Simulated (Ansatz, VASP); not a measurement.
Bi: VASP beside Ansatz

```
Bi
1.0
     0.00000    2.50567    2.50567
     2.50567    0.00000    2.50567
     2.50567    2.50567    0.00000
Bi
1
Direct
  0.00000 0.00000 0.00000
```

Alike in both runs: task single point; functional RPBE; k mesh 12 × 12 × 12; occupations fermi-dirac, width 0.1 eV; no spin polarisation.

|  | VASP | Ansatz |
| --- | --- | --- |
| version | VASP 6.6.1 | Ansatz 0.2.0 |
| potentials or method | VASP PAW PBE potentials, release 64 (Bi_d), cutoff 520 eV | plane waves (420 eV) with PAW, scalar-relativistic |
| valence electrons in the cell | 15 | 15 |

```tsv
	VASP	Ansatz	Ansatz less VASP
pressure (GPa)	1.8	1.8	+0.03
```

VASP's potentials were made for PBE, not for RPBE.

Spin-orbit coupling is off throughout.
